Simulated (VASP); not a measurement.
# Ba (P6_3/mmc) in VASP: further runs

Ba is run at these levels: PBEsol; tasks: single point.

Everything below comes from runs of VASP 6.6.1. Logs are shortened: lines on timing, memory, paths and dates and some standing lists are left out, and cuts for length are marked.

## (1) The cell of the first run

The structure is hexagonal, space group P6_3/mmc (No. 194). The conventional cell has a = 5.699 Å, b = 5.699 Å, c = 9.404 Å, α = 90.00°, β = 90.00°, γ = 120.00°. Within 4.6 Å of Ba (site symmetry 3m) lie 4 Ba at 3.49 to 3.53 Å.

This isn't the form of Ba at room conditions, which is bcc.

## (2) Single point, PBEsol

Input file INCAR:

```
PREC     = Accurate       # precision mode
ENCUT    = 520            # plane-wave cutoff, eV
EDIFF    = 1E-7           # SCF threshold, eV
ISMEAR   = 0              # smearing method
SIGMA    = 0.1            # smearing width, eV
LREAL    = False          # projectors in reciprocal space
LASPH    = True           # aspherical terms in the spheres
NELM     = 100            # most SCF steps
ALGO     = Normal         # electronic algorithm
ISIF     = 2              # what is computed and relaxed
LWAVE    = False          # write WAVECAR
LCHARG   = False          # write CHGCAR
GGA      = PS             # functional
NBANDS   = 28             # bands
```

Input file KPOINTS:

```
Automatic mesh
0
Gamma
  6 6 2
```

Input file POSCAR:

```
Ba
1.0
    5.6990909697      0.0000000000      0.0000000000
   -2.8495454848      4.9355575583      0.0000000000
    0.0000000000      0.0000000000      9.4035001000
Ba
4
Direct
    0.3333333333      0.6666666667      0.4375000000
    0.6666666667      0.3333333333      0.9375000000
    0.6666666667      0.3333333333      0.5625000000
    0.3333333333      0.6666666667      0.0625000000
```

Potentials or basis: VASP PAW PBE potentials, release 64 (Ba_sv).

Started as:

```bash
$ cat potpaw_PBE.64/Ba_sv/POTCAR > POTCAR
$ mpirun -np 1 vasp_std > vasp.out
```

OUTCAR:

```text
PREC = Accurate
   ENCUT = 520
   EDIFF = 1E-7
   ISMEAR = 0
   LREAL = False
   LASPH = True
   NELM = 100
   ISIF = 2
   GGA = PS

 ion  position               nearest neighbor table
   1  0.333  0.667  0.438-   3 3.49   3 3.49   3 3.49   4 3.53
   2  0.667  0.333  0.938-   4 3.49   4 3.49   4 3.49   3 3.53
   3  0.667  0.333  0.562-   1 3.49   1 3.49   1 3.49   2 3.53
   4  0.333  0.667  0.062-   2 3.49   2 3.49   2 3.49   1 3.53

  LATTYP: Found a hexagonal cell.
 ALAT       =     5.6990909697
 C/A-ratio  =     1.6500000000

  Lattice vectors:

 A1 = (   5.6990909697,   0.0000000000,   0.0000000000)
 A2 = (  -2.8495454848,   4.9355575583,   0.0000000000)
 A3 = (   0.0000000000,   0.0000000000,   9.4035001000)

Analysis of symmetry for initial positions (statically):
=====================================================================
 Subroutine PRICEL returns:
 Original cell was already a primitive cell.

 Routine SETGRP: Setting up the symmetry group for a
 hexagonal supercell.

 Subroutine GETGRP returns: Found 24 space group operations
 (whereof 12 operations were pure point group operations)
 out of a pool of 24 trial point group operations.

The static configuration has the point symmetry D_3d.
 The point group associated with its full space group is D_6h.

Analysis of symmetry for dynamics (positions and initial velocities):
=====================================================================
 Subroutine PRICEL returns:
 Original cell was already a primitive cell.

 Routine SETGRP: Setting up the symmetry group for a
 hexagonal supercell.

 Subroutine GETGRP returns: Found 24 space group operations
 (whereof 12 operations were pure point group operations)
 out of a pool of 24 trial point group operations.

The dynamic configuration has the point symmetry D_3d.
 The point group associated with its full space group is D_6h.

 Subroutine INISYM returns: Found 24 space group operations
 (whereof 12 operations are pure point group operations),
 and found     1 'primitive' translations

----------------------------------------------------------------------------------------

                                     Primitive cell

  volume of cell :     264.5035

  direct lattice vectors                    reciprocal lattice vectors
     5.699090970  0.000000000  0.000000000     0.175466580  0.101305677  0.000000000
    -2.849545485  4.935557558  0.000000000     0.000000000  0.202611354  0.000000000
     0.000000000  0.000000000  9.403500100     0.000000000  0.000000000  0.106343382

  length of vectors
     5.699090970  5.699090970  9.403500100     0.202611354  0.202611354  0.106343382

  position of ions in fractional coordinates (direct lattice)
     0.333333333  0.666666667  0.437500000
     0.666666667  0.333333333  0.937500000
     0.666666667  0.333333333  0.562500000
     0.333333333  0.666666667  0.062500000

  ion indices of the primitive-cell ions
   primitive index   ion index
                 1           1
                 2           2
                 3           3
                 4           4

----------------------------------------------------------------------------------------

 KPOINTS: Automatic mesh

Automatic generation of k-mesh.
 Grid dimensions read from file:
 generate k-points for:    6    6    2

 Generating k-lattice:

  Cartesian coordinates                     Fractional coordinates (reciprocal lattice)
     0.029244430  0.016884280  0.000000000     0.166666667  0.000000000  0.000000000
     0.000000000  0.033768559  0.000000000     0.000000000  0.166666667  0.000000000
     0.000000000  0.000000000  0.053171691     0.000000000  0.000000000  0.500000000

  Length of vectors
     0.033768559  0.033768559  0.053171691

  Shift w.r.t. Gamma in fractional coordinates (k-lattice)
     0.000000000  0.000000000  0.000000000

 Subroutine IBZKPT returns following result:
 ===========================================

 Found     14 irreducible k-points:

 Following reciprocal coordinates:
            Coordinates               Weight
  0.000000  0.000000  0.000000      1.000000
  0.166667  0.000000  0.000000      6.000000
  0.333333  0.000000  0.000000      6.000000
  0.500000  0.000000  0.000000      3.000000
  0.166667  0.166667  0.000000      6.000000
  0.333333  0.166667  0.000000     12.000000
  0.333333  0.333333  0.000000      2.000000
  0.000000  0.000000  0.500000      1.000000
  0.166667  0.000000  0.500000      6.000000
  0.333333  0.000000  0.500000      6.000000
  0.500000  0.000000  0.500000      3.000000
  0.166667  0.166667  0.500000      6.000000
  0.333333  0.166667  0.500000     12.000000
  0.333333  0.333333  0.500000      2.000000
   k-points           NKPTS =     14   k-points in BZ     NKDIM =     14   number of bands    NBANDS=     28
   number of dos      NEDOS =    301   number of ions     NIONS =      4
   total plane-waves  NPLWV = 123480
   dimension x,y,z NGX =    42 NGY =   42 NGZ =   70
   dimension x,y,z NGXF=    84 NGYF=   84 NGZF=  140
   ions per type =               4
   NGX,Y,Z   is equivalent  to a cutoff of  12.25, 12.25, 12.38 a.u.
   NGXF,Y,Z  is equivalent  to a cutoff of  24.50, 24.50, 24.75 a.u.
 SYSTEM =  unknown system
   PREC   = accura    normal or accurate (medium, high low for compatibility)
   ISTART =      0    job   : 0-new  1-cont  2-samecut
   ICHARG =      2    charge: 1-file 2-atom 10-const
   ISPIN  =      1    spin polarized calculation?
   LNONCOLLINEAR =      F non collinear calculations
   LSORBIT =      F    spin-orbit coupling
   LASPH  =      T    aspherical Exc in radial PAW
   ENCUT  =  520.0 eV  38.22 Ry    6.18 a.u.  10.60 10.60 17.48*2*pi/ulx,y,z
   NELM   =    100;   NELMIN=  2; NELMDL= -5     # of ELM steps
   EDIFF  = 0.1E-06   stopping-criterion for ELM
   LREAL  =      F    real-space projection
   EDIFFG = 0.1E-05   stopping-criterion for IOM
   NSW    =      0    number of steps for IOM
   IBRION =     -1    ionic relax: 0-MD 1-quasi-New 2-CG
   NFREE  =      0    steps in history (QN), initial steepest desc. (CG)
   ISIF   =      2    stress and relaxation
   ISYM   =      2    0-nonsym 1-usesym 2-fastsym
   POTIM  = 0.5000    time-step for ionic-motion
   TEBEG  =    0.0;   TEEND  =   0.0 temperature during run
   PSTRESS=    0.0 pullay stress
   NELECT =      40.0000    total number of electrons
   NUPDOWN=      -1.0000    fix difference up-down
   EMIN   =  10.00;   EMAX   =-10.00  energy-range for DOS
   EFERMI =   0.00;   METHOD = LEGACY
   ISMEAR =     0;   SIGMA  =   0.10  broadening in eV -4-tet -1-fermi 0-gaus
   EFERMI_NEDOS =   21; number of points for ismear=-14 and -15
   IALGO  =     38    algorithm
   IMIX   =      4    mixing-type and parameters
     AMIX     =   0.40;   BMIX     =  1.00
     AMIX_MAG =   1.60;   BMIX_MAG =  1.00
  volume/ion in A,a.u.               =      66.13       446.24
  Fermi-wavevector in a.u.,A,eV,Ry     =   0.872203  1.648225 10.350476  0.760739
  Thomas-Fermi vector in A             =   1.991419
   LORBIT       =      0    0 simple, 1 ext, 2 COOP (PROOUT), +10 PAW based schemes
   GGA     = PS    functional components
   LHFCALC =     F    Hartree Fock is set to
   AEXX    =    0.0000 exact exchange contribution
   IVDW    =     0    specifies the selected vdW correction
   LEPSILON=     F    determine dielectric tensor
   LRPA    =     F    only Hartree local field effects (RPA)
 non-spin polarized calculation
 Gauss-broadening in eV      SIGMA  =   0.10
  energy-cutoff  :      520.00
  volume of cell :      264.50
 maximum number of plane-waves:      7175
   NGX = 21   NGY = 21   NGZ = 35

 number of electron      40.0000004 magnetization

 Free energy of the ion-electron system (eV)
  ---------------------------------------------------
  ext. energy  EPLUGINS =         0.00000000
  ---------------------------------------------------
  free energy    TOTEN  =        -4.70605989 eV

  energy without entropy =       -4.66974863  energy(sigma->0) =       -4.68790426

 E-fermi :   1.0407     XC(G=0):  -7.2260

 val. band max:        1.0098001967   @ k =   0.1667   0.1667   0.0000
 cond. band min:       1.0460420388   @ k =   0.1667   0.0000   0.5000
 fundamental gap:      0.0362418421
 Fermi energy:         1.0406752283

 k-point     1 :       0.0000    0.0000    0.0000
  band No.  band energies     occupation
      1     -28.3465      2.00000
      2     -28.2509      2.00000
      3     -28.0251      2.00000
      4     -27.9231      2.00000
      5     -13.9060      2.00000
      6     -13.9060      2.00000
[... 20 lines left out ...]
     27       2.4059      0.00000
     28       2.6735      0.00000

 k-point     2 :       0.1667    0.0000    0.0000
  band No.  band energies     occupation
      1     -28.3281      2.00000
      2     -28.2321      2.00000
      3     -28.0446      2.00000
      4     -27.9430      2.00000
      5     -13.9768      2.00000
      6     -13.9347      2.00000
[... 20 lines left out ...]
     27       2.6112      0.00000
     28       2.7115      0.00000

 k-point     3 :       0.3333    0.0000    0.0000
  band No.  band energies     occupation
      1     -28.2802      2.00000
      2     -28.1834      2.00000
      3     -28.0947      2.00000
      4     -27.9942      2.00000
      5     -14.0287      2.00000
      6     -13.9872      2.00000
[... 20 lines left out ...]
     27       2.5402      0.00000
     28       2.8461      0.00000

 k-point     4 :       0.5000    0.0000    0.0000
  band No.  band energies     occupation
      1     -28.2415      2.00000
      2     -28.1440      2.00000
      3     -28.1344      2.00000
      4     -28.0348      2.00000
      5     -14.0371      2.00000
      6     -14.0115      2.00000
[... 268 lines left out ...]
     27       2.3962      0.00000
     28       2.3962      0.00000

 k-point    13 :       0.3333    0.1667    0.5000
  band No.  band energies     occupation
      1     -28.2118      2.00000
      2     -28.2118      2.00000
      3     -28.0656      2.00000
      4     -28.0656      2.00000
      5     -13.9958      2.00000
      6     -13.9958      2.00000
[... 20 lines left out ...]
     27       2.2599      0.00000
     28       2.2599      0.00000

 k-point    14 :       0.3333    0.3333    0.5000
  band No.  band energies     occupation
      1     -28.1881      2.00000
      2     -28.1881      2.00000
      3     -28.0898      2.00000
      4     -28.0898      2.00000
      5     -14.0265      2.00000
      6     -14.0265      2.00000
[... 20 lines left out ...]
     27       2.0337      0.00000
     28       2.0337      0.00000

------------------------ aborting loop because EDIFF is reached ----------------------------------------

  FORCE on cell =-STRESS in cart. coord.  units (eV):
  Direction    XX          YY          ZZ          XY          YZ          ZX
  --------------------------------------------------------------------------------------
  -------------------------------------------------------------------------------------
  Total       -1.6696416     -1.6696416     -1.4278910     -0.0000000      0.0000000      0.0000000
  in kB      -10.1135234    -10.1135234     -8.6491669     -0.0000000      0.0000000      0.0000000
  external PRESSURE =      -9.6254046 kB  Pullay stress =       0.0000000 kB

 VOLUME and BASIS-vectors are now :
 -----------------------------------------------------------------------------
  energy-cutoff  :      520.00
  volume of cell :      264.50
      direct lattice vectors                 reciprocal lattice vectors
     5.699090970  0.000000000  0.000000000     0.175466580  0.101305677  0.000000000
    -2.849545485  4.935557558  0.000000000     0.000000000  0.202611354  0.000000000
     0.000000000  0.000000000  9.403500100     0.000000000  0.000000000  0.106343382

 POSITION                                       TOTAL-FORCE (eV/Angst)
 -----------------------------------------------------------------------------------
     -0.00000      3.29037      4.11403        -0.000000     -0.000000     -0.143384
      2.84955      1.64519      8.81578        -0.000000      0.000000     -0.143384
      2.84955      1.64519      5.28947         0.000000      0.000000      0.143384
     -0.00000      3.29037      0.58772         0.000000     -0.000000      0.143384
 -----------------------------------------------------------------------------------
    total drift:                               -0.000000     -0.000000     -0.000000

  FREE ENERGIE OF THE ION-ELECTRON SYSTEM (eV)
  ---------------------------------------------------
  free  energy   TOTEN  =        -4.7060598888 eV

  energy  without entropy=       -4.6697486315  energy(sigma->0) =       -4.68790426
```

Run time: 59 s. Hardware: 1 thread of Intel Xeon 6975P-C (Granite Rapids), shared host; peak memory 0.35 GiB.

Results:

```
Free energy            : -4.7061 eV
Pressure               : -1.0 GPa
Largest force          : 0.143 eV/Å
Band gap on the k mesh : zero (bands 20 and 21 overlap by 0.40 eV)
```

Forces on the atoms (eV/Å):
```
Ba   0.000  0.000 -0.143
Ba   0.000  0.000 -0.143
Ba   0.000  0.000  0.143
Ba   0.000  0.000  0.143
```

Levels at points of the mesh, in eV from the Fermi level:
```csv
k point,band 18,band 19,band 20,band 21,band 22,band 23
"(0.00, 0.00, 0.00)",-0.54,-0.12,-0.12,-0.11,0.62,0.62
"(0.50, 0.00, 0.00)",-0.59,-0.51,-0.29,0.20,0.31,0.75
"(0.00, 0.00, 0.50)",-1.53,0.28,0.28,0.28,0.28,0.99
"(0.50, 0.00, 0.50)",-0.37,-0.24,-0.24,0.25,0.25,0.72
```

Caveat: the PAW data sets were made with another functional, which shifts forces and pressure a little; spin-orbit coupling is left out, which moves the levels of the heavy elements.

## (3) Single point, PBEsol

This run uses another cell than the first one, of 58.53 Å³/atom.

Input file INCAR:

```
SYSTEM = Ba
ALGO     = Fast           ! electronic algorithm
EDIFF    = 1E-7           ! SCF threshold, eV
ENCUT    = 520            ! plane-wave cutoff, eV
GGA      = PS             ! functional
ISIF     = 2              ! what is computed and relaxed
ISMEAR   = 0              ! smearing method
LASPH    = .True.         ! aspherical terms in the spheres
LCHARG   = .True.         ! write CHGCAR
LELF     = .True.         ! ELF
LREAL    = .False.        ! projectors in reciprocal space
LVHAR    = .True.       
LWAVE    = .False.        ! write WAVECAR
NBANDS   = 28             ! bands
NELM     = 100            ! most SCF steps
PREC     = Accurate       ! precision mode
SIGMA    = 0.1            ! smearing width, eV
```

Input file KPOINTS:

```
k-points
0
Gamma
  12 12 4
  0 0 0
```

Input file POSCAR:

```
Ba
1.0
    4.3606869441      0.0000000000      0.0000000000
   -2.1803434720      3.7764656716      0.0000000000
    0.0000000000      0.0000000000     14.2174887563
Ba
4
Direct
    0.0000000000      0.0000000000      0.0000000000
    0.0000000000      0.0000000000      0.5000000000
    0.3333333333      0.6666666667      0.7500000000
    0.6666666667      0.3333333333      0.2500000000
```

Potentials or basis: VASP PAW PBE potentials, release 64 (Ba_sv).

Started as:

```bash
$ cat potpaw_PBE.64/Ba_sv/POTCAR > POTCAR
$ mpirun -np 1 vasp_std > vasp.out
```

It took 6.3 min on 1 thread of Intel Xeon Platinum 8488C (Sapphire Rapids), shared host; peak memory 0.5 GiB.

The run converged. Its results:

```yaml
Free_energy: -8.5402 eV
Pressure: 0.1 GPa
Band_gap_on_the_k_mesh: zero (bands 20 and 21 overlap by 0.23 eV)
```

Levels at points of the mesh, in eV from the Fermi level:
| k point | band 18 | band 19 | band 20 | band 21 | band 22 | band 23 |
| --- | --- | --- | --- | --- | --- | --- |
| (0.00, 0.00, 0.00) | -1.82 | -1.81 | -1.02 | 1.03 | 1.06 | 1.29 |
| (0.50, 0.00, 0.00) | -0.93 | -0.56 | -0.40 | 0.09 | 0.12 | 0.29 |
| (0.00, 0.00, 0.50) | -2.55 | -1.18 | -1.18 | 1.04 | 1.04 | 1.52 |
| (0.50, 0.00, 0.50) | -0.80 | -0.69 | -0.69 | -0.09 | -0.09 | 0.88 |

Caveat: the PAW data sets were made with another functional, which shifts forces and pressure a little; spin-orbit coupling is left out, which moves the levels of the heavy elements.
